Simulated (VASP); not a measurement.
**ZnS: single point with r2SCAN**

ZnS:

```
Zn S
1.0
     3.80696    0.00000    0.00000
    -1.90348    3.29692    0.00000
     0.00000    0.00000    6.24663
Zn S
2 2
Direct
  0.33333 0.66667 0.98150
  0.66667 0.33333 0.48150
  0.33333 0.66667 0.39350
  0.66667 0.33333 0.89350
```

This cell differs from its parent crystal: atoms displaced along a vibrational mode.

| Property | Result |
| --- | --- |
| Program | VASP 6.6.1 |
| Task | single point |
| Functional | r2SCAN |
| Potentials or basis | VASP PAW PBE potentials, release 64 (Zn, S) |
| Cutoff | 520 eV |
| k mesh | 9 × 9 × 4 |
| Occupations | gaussian, width 0.01 eV |
| Spin | no spin polarisation |
| Dipole correction | no |
| Further INCAR settings | ALGO = Normal; EDIFF = 1e-06; NBANDS = 26 |

| Quantity | Value |
| --- | --- |
| Pressure | 1.6 GPa |
| Largest force | 0.758 eV/Å |
| Band gap on the k mesh | 2.87 eV |

Forces on the atoms (eV/Å):
```
Zn   0.000  0.000  0.758
Zn   0.000  0.000  0.758
S    0.000  0.000 -0.758
S    0.000  0.000 -0.758
```

Stress tensor (GPa, compression positive):
```
 3.56  0.00  0.00
 0.00  3.56  0.00
 0.00  0.00 -2.30
```

Levels at points of the mesh, in eV from the valence-band top:
| k point | band 16 | band 17 | band 18 | band 19 | band 20 | band 21 |
| --- | --- | --- | --- | --- | --- | --- |
| (0.00, 0.00, 0.00) | -0.10 | -0.10 | 0.00 | 2.87 | 3.26 | 6.72 |
| (0.00, 0.00, 0.50) | -0.47 | -0.47 | -0.47 | 3.89 | 3.89 | 7.10 |

Run time: 100 s on 1 thread of Intel(R) Xeon(R) 6975P-C (Granite Rapids), with other jobs on the host, peak memory 0.23 GiB.

Caveat: the cell differs from its parent crystal (atoms displaced along a vibrational mode); the PAW data sets were made with another functional, which shifts forces and pressure a little.
